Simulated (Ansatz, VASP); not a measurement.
**Be: VASP beside Ansatz**

File INCAR:

```
SYSTEM = Be
ALGO = Normal
EDIFF = 1E-6
ENCUT = 600
GGA = CA
GGA_COMPAT = .False.
ISIF = 2
ISMEAR = -1
LASPH = .True.
LCHARG = .True.
LELF = .True.
LREAL = .False.
LVHAR = .True.
LWAVE = .False.
NBANDS = 7
NELM = 120
PREC = Accurate
SIGMA = 0.1
```

The input KPOINTS:

```
k-points
0
Gamma
  19 19 19
  0 0 0
```

File POSCAR:

```
Be
1.0
    0.0000000000      1.6135680252      1.6135680252
    1.6135680252      0.0000000000      1.6135680252
    1.6135680252      1.6135680252      0.0000000000
Be
1
Direct
    0.0000000000      0.0000000000      0.0000000000
```

Input for Ansatz:

```yaml
crystal:
  lattice:
    - [0.0, 1.6135680252, 1.6135680252]
    - [1.6135680252, 0.0, 1.6135680252]
    - [1.6135680252, 1.6135680252, 0.0]
  atoms:
    - { symbol: Be, position: [0.0, 0.0, 0.0] }
hamiltonian:
  xc: lda
  pseudopotentials:
    kind: paw
    azcp:
      Be: "pseudopotentials/Be.paw.azcp"
basis:
  ecutwfc: 420
  fft_grid_basis: typed
kpoints:
  mp_grid: { grid: [19, 19, 19], shift: [0, 0, 0] }
magnetization:
  spin_polarized: false
scf:
  occupations: { method: fermi_dirac, width: 0.1 }
  lower_state_search: "off"
output:
  stress: true
```

Alike in both runs: task single point; functional LDA; k mesh 19 × 19 × 19; occupations fermi-dirac, width 0.1 eV; no spin polarisation.

|  | VASP | Ansatz |
| --- | --- | --- |
| version | VASP 6.6.1 | Ansatz 0.2.0 |
| potentials or method | VASP PAW LDA potentials, release 64 (Be), cutoff 600 eV | plane waves (420 eV) with PAW, scalar-relativistic |
| valence electrons in the cell | 2 | 2 |

```csv
,VASP,Ansatz,Ansatz less VASP
pressure (GPa),-11.8,-12.1,-0.33
```

Ansatz warns that its potentials were made for another functional, while VASP's fit it. LDA's correlation is that of Perdew and Zunger in VASP and of Perdew and Wang (1992) in Ansatz.
